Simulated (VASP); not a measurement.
Here is a VASP 6.6.1 calculation.

File INCAR:

```
SYSTEM = Sn3GeSe
PREC     = Accurate       ! precision mode
ENCUT    = 600            ! plane-wave cutoff, eV
EDIFF    = 1E-7           ! SCF threshold, eV
ISMEAR   = 0              ! smearing method
SIGMA    = 0.01           ! smearing width, eV
LREAL    = .FALSE.        ! projectors in reciprocal space
LASPH    = .TRUE.         ! aspherical terms in the spheres
NELM     = 80             ! most SCF steps
ALGO     = Normal         ! electronic algorithm
ISIF     = 3              ! what is computed and relaxed
LWAVE    = .FALSE.        ! write WAVECAR
LCHARG   = .FALSE.        ! write CHGCAR
GGA      = PE             ! functional
IBRION   = 2              ! ionic algorithm
NSW      = 100            ! ionic steps
EDIFFG   = -0.01          ! ionic threshold
```

File KPOINTS:

```
regular mesh
0
G
  6 6 6
  0 0 0
```

File POSCAR:

```
Sn3GeSe
1.0
    3.3087333626      1.9102980976      4.4331895394
   -3.3087333626      1.9102980976      4.4331895394
    0.0000000000     -3.8205961952      4.4331895394
Sn Ge Se
3 1 1
Direct
    0.4884572687      0.9553854473      0.4884572687
    0.4884572687      0.4884572687      0.9553854473
    0.9553854473      0.4884572687      0.4884572687
    0.1649068716      0.1649068716      0.1649068716
    0.4648231638      0.4648231638      0.4648231638
```

Potentials or basis: VASP PAW PBE potentials, release 64 (Sn_d, Ge_d, Se).

Run with:

```bash
$ cat potpaw_PBE.64/Sn_d/POTCAR potpaw_PBE.64/Ge_d/POTCAR potpaw_PBE.64/Se/POTCAR > POTCAR
$ mpirun -np 1 vasp_std > vasp.out
```

Task: Predict the relaxed volume.

Result: 34.27 Å³/atom.

Task: Predict the relaxed cell.

Result: a = 5.967 Å, b = 5.967 Å, c = 5.967 Å, α = 66.52°, β = 66.52°, γ = 66.52°.

Task: Estimate the band gap on the k mesh.

Result: Zero (filled and empty bands touch).

Forces in eV/Å, atoms in the order of the input:
```
Sn   0.000  0.000 -0.001
Sn   0.000  0.000 -0.001
Sn   0.000  0.000 -0.001
Ge   0.000  0.000 -0.005
Se   0.000  0.000  0.007
```

Caveat: spin-orbit coupling is left out, which moves the levels of the heavy elements.
